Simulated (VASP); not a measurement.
A run of VASP 6.6.1:

File INCAR:

```
ALGO     = Normal         # electronic algorithm
EDIFF    = 1E-7           # SCF threshold, eV
EDIFFG   = -0.08          # ionic threshold
ENCUT    = 500            # plane-wave cutoff, eV
GGA      = PE             # functional
GGA_COMPAT= False        
IBRION   = 2              # ionic algorithm
ISIF     = 3              # what is computed and relaxed
ISMEAR   = 0              # smearing method
LASPH    = True           # aspherical terms in the spheres
LCHARG   = False          # write CHGCAR
LREAL    = False          # projectors in reciprocal space
LWAVE    = False          # write WAVECAR
NELM     = 120            # most SCF steps
NELMIN   = 4            
NSW      = 36             # ionic steps
PREC     = Accurate       # precision mode
SIGMA    = 0.2            # smearing width, eV
```

File KPOINTS:

```
k-points
0
Gamma
  5 5 3
```

POSCAR

```
Al3B2W
1.0
    3.7202512300      0.0000000000      0.0000000000
   -1.8601256100      3.2218320700      0.0000000000
    0.0000000000      0.0000000000      7.1008898100
Al B W
3 2 1
Direct
    0.0000000000      0.0000000000      0.5000000000
    0.0000000000      0.0000000000      0.2494993700
    0.0000000000      0.0000000000      0.7505006300
    0.3333333300      0.6666666700      0.5577232100
    0.6666666700      0.3333333300      0.4422767900
    0.0000000000      0.0000000000      0.0000000000
```

Potentials or basis: VASP PAW PBE potentials, release 64 (Al, B, W_sv).

Run with:

```sh
$ cat potpaw_PBE.64/Al/POTCAR potpaw_PBE.64/B/POTCAR potpaw_PBE.64/W_sv/POTCAR > POTCAR
$ mpirun -np 1 vasp_std > vasp.out
```

Hardware: 1 thread of Intel(R) Xeon(R) Platinum 8259CL CPU @ 2.50GHz (Skylake/Cascade Lake), on a shared host.

Task: How long does it take, and how much memory?

Result: It took 7.8 min on 1 thread of Intel(R) Xeon(R) Platinum 8259CL CPU @ 2.50GHz (Skylake/Cascade Lake), on a shared host, peak memory 0.21 GiB. Counts: scf iterations 243, k points 12, ion steps 21.
